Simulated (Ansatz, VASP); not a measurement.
Two plane-wave programs on Mo6CO

```
CELL_PARAMETERS angstrom
4.46958 0.00000 0.00000
-2.23479 3.87077 0.00000
0.00000 0.00000 22.25957
ATOMIC_POSITIONS crystal
Mo 0.66667 0.33333 0.17970
Mo 0.33333 0.66667 0.22068
Mo 0.00000 0.00000 0.26167
Mo 0.66667 0.33333 0.29905
Mo 0.33333 0.66667 0.33552
Mo 0.00000 0.00000 0.37106
C 0.16667 0.33333 0.45372
O 0.24159 0.48317 0.49885
```

Alike in both runs: task single point; functional PBE; k mesh 6 × 6 × 1; occupations gaussian, width 0.1 eV; no spin polarisation.

|  | VASP | Ansatz |
| --- | --- | --- |
| version | VASP 6.6.1 | Ansatz 0.2.0 |
| potentials or method | VASP PAW PBE potentials, release 64 (Mo_sv, C, O), cutoff 520 eV | scalar-relativistic, plane waves, PAW |
| valence electrons in the cell | 94 | 94 |

Ansatz gave:

- gap on the k mesh at the Fermi level (eV): none
- rms of the force components (eV/Å): 0.745
- work function, face that differs most (eV): 4.93

What did VASP give for the same quantities?

gap on the k mesh at the Fermi level (eV): none; rms of the force components (eV/Å): 0.796; work function, face that differs most (eV): 4.97.

Atom by atom the forces differ by 0.227 eV/Å (rms over components). A gap of «none» marks a metal or a gap that the smearing closes.

Noted on VASP's run: the standard files for N, O and F lose accuracy on very short bonds.
